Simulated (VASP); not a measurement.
**AlNi: single point with LDA**

AlNi:

```
Al Ni
1.0
     2.00128   -2.01624    0.00000
     2.00128    2.01624    0.00000
     0.00000    0.00000    3.19948
Al Ni
1 1
Direct
  0.00000 0.00000 0.00000
  0.50000 0.50000 0.50000
```

| Quantity | Value |
| --- | --- |
| Program | VASP 6.6.1 |
| Task | single point |
| Functional | LDA |
| Potentials or basis | VASP PAW LDA potentials, release 64 (Al, Ni) |
| Cutoff | 520 eV |
| k mesh | 10 × 10 × 9 |
| Occupations | fermi-dirac, width 0.05 eV |
| Spin | collinear spin, ferromagnetic start |
| Starting moments | [0.0, 1.0] μB |

```yaml
Pressure: -17.1 GPa
Net_moment: 0.00 μB per cell
Valence_electrons_inside_the_program's_atomic_spheres: Al 0.77; Ni 9.36
```

Stress tensor (GPa, compression positive):
```
-14.67   0.00   0.00
  0.00 -15.83   0.00
  0.00   0.00 -20.90
```

Levels at points of the mesh, in eV from the Fermi level:
Spin up:
```tsv
k point	band 3	band 4	band 5	band 6	band 7	band 8	band 9	band 10	band 11	band 12
(0.00, 0.00, 0.00)	-2.85	-1.47	-1.45	-1.18	2.75	6.52	6.57	6.89	8.44	12.91
(0.50, 0.00, 0.00)	-2.44	-2.43	-1.82	-1.36	-0.34	7.49	7.86	8.57	11.09	11.60
(0.50, 0.50, 0.00)	-2.15	-2.14	-2.14	-2.04	-0.75	2.04	2.76	9.82	12.79	12.91
```
Spin down:
| k point | band 3 | band 4 | band 5 | band 6 | band 7 | band 8 | band 9 | band 10 | band 11 | band 12 |
| --- | --- | --- | --- | --- | --- | --- | --- | --- | --- | --- |
| (0.00, 0.00, 0.00) | -2.85 | -1.47 | -1.45 | -1.18 | 2.75 | 6.52 | 6.57 | 6.89 | 8.44 | 12.91 |
| (0.50, 0.00, 0.00) | -2.44 | -2.43 | -1.82 | -1.36 | -0.34 | 7.49 | 7.86 | 8.57 | 11.09 | 11.60 |
| (0.50, 0.50, 0.00) | -2.15 | -2.14 | -2.14 | -2.04 | -0.75 | 2.04 | 2.76 | 9.82 | 12.79 | 12.91 |

It took 120 s on 1 thread of AMD EPYC 7R13 Processor (Zen 3), on a shared host, peak memory 0.19 GiB.
